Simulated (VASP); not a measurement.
Set up this calculation in VASP 6.6.1, as the native input.

- Task: single point
- Functional: LDA
- Potentials or basis: VASP PAW LDA potentials, release 64 (O, C, Si, H)
- Cutoff: 520 eV
- k mesh: 1 × 1 × 1
- Occupations: fermi-dirac, width 0.05 eV
- Spin: no spin polarisation
- Dipole correction: no
- Further INCAR settings: LREAL = Auto; ALGO = Normal; EDIFF = 1e-06; NBANDS = 68

The structure of SiH4CO lies in POSCAR:

```
SiH4CO
1.0
    9.9159620000      0.0000000000      0.0000000000
    0.0000000000      9.9159620000      0.0000000000
    0.0000000000      0.0000000000      9.9159620000
O C Si H
5 5 5 20
Direct
    0.1544479497      0.4777650419      0.3750821151
    0.8740049629      0.3840474580      1.0518394484
    0.7140104006      0.4996590346      0.2810418192
    0.6989538685      0.1449682845      0.5419443923
    0.2589562163      0.8768286930      0.9149793031
    0.2126873822      0.4097938253      0.3031576765
    0.9362177870      0.2934258925      1.0421480034
    0.7530182145      0.5662183861      0.3599045660
    0.7953136569      0.2003436479      0.5574648229
    0.3432949824      0.8332928263      0.8588879223
    0.1884133884      0.5161576860      0.9189627794
    0.9633356804      0.1005449597      0.3100758151
    0.8058723904      0.8438112207      0.6496293552
    0.6068700142      0.1566867642     -0.0063937316
    0.2023505132      0.1292965826      0.6961503080
    0.2132117892      0.5836448345      1.0524747876
    0.1491232016      0.3748602506      0.9572747455
    0.0715311333      0.5975416203      0.8658564847
    0.3158644618      0.5071721735      0.8377906249
    0.9951530673     -0.0015026278      0.2132823825
    0.8283512986      0.1673564300      0.2735690193
    0.9448906722      0.0581890088      0.4562441849
    1.0834954793      0.1937482213      0.3037022530
    0.6549541033      0.8203540917      0.6794600463
    0.8691340285      0.7292988819      0.7254666769
    0.8314372322      0.8295715534      0.5055182745
    0.8475123241      0.9821235701      0.7079393810
    0.6086751845      0.2584923177      0.1061016571
    0.5742155930      0.0241428920      0.0707041838
    0.4949393715      0.1850955056     -0.1013819940
    0.7352993083      0.1638671064     -0.0855489361
    0.2320803569      0.0107402590      0.5895847523
    0.2374252745      0.0885541917      0.8363585903
    0.2899063147      0.2524515524      0.6558919851
    0.0579671443      0.1738207549      0.6814568269
```

The input as run:

INCAR

```
PREC = Accurate
ENCUT = 520
EDIFF = 1E-6
ISMEAR = -1
SIGMA = 0.05
LREAL = Auto
LASPH = True
NELM = 60
ALGO = Normal
ISIF = 2
LWAVE = False
LCHARG = True
LELF = True
LVHAR = True
NBANDS = 68
```

KPOINTS

```
regular mesh
0
Gamma
  1 1 1
```

Potentials or basis: VASP PAW LDA potentials, release 64 (O, C, Si, H).

The run is started by

```bash
$ cat potpaw_LDA.64/O/POTCAR potpaw_LDA.64/C/POTCAR potpaw_LDA.64/Si/POTCAR potpaw_LDA.64/H/POTCAR > POTCAR
$ mpirun -np 1 vasp_gam > vasp.out
```

It gave:

| Quantity | Value |
| --- | --- |
| Pressure | 0.7 GPa |
| Largest force | 5.925 eV/Å |
| Band gap on the k mesh | 5.32 eV |

Caveat: the k points lie up to 0.63 Å⁻¹ apart.

It took 2.2 min on 1 thread of Intel(R) Xeon(R) Platinum 8259CL CPU @ 2.50GHz (Skylake/Cascade Lake) (shared host), peak memory 0.73 GiB.
